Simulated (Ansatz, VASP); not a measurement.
# One calculation of Cu, two programs

```xyz
2
Lattice="2.4748 0.0000 0.0000 -1.2374 2.1432 0.0000 0.0000 0.0000 4.0788" Properties=species:S:1:pos:R:3 pbc="T T T"
Cu    0.0000    1.4288    1.0197
Cu    1.2374    0.7144    3.0591
```

Alike in both runs: functional PBEsol; dispersion D3(BJ); k mesh 15 × 15 × 8; no spin polarisation.

Ansatz relaxed the structure, and its values are those at the end. VASP's run is a single point on that final structure, the one shown.

```csv
,VASP,Ansatz
version,VASP 6.6.1,Ansatz 0.2.0
potentials or method,"VASP PAW PBE potentials, release 64 (Cu)","plane waves, PAW"
plane-wave cutoff (eV),520,420
occupations,"fermi-dirac, width 0.1 eV",fermi-dirac
valence electrons in the cell,22,38
```

|  | VASP | Ansatz | Ansatz less VASP |
| --- | --- | --- | --- |
| pressure (GPa) | 0.7 | 0.0 | -0.68 |

VASP's potentials were made for PBE, not for PBEsol. VASP's potentials hold 22 valence electrons a cell and Ansatz's 38, so a difference there can come from the potentials and not from the codes. Ansatz's warnings: stress scf threshold loose.
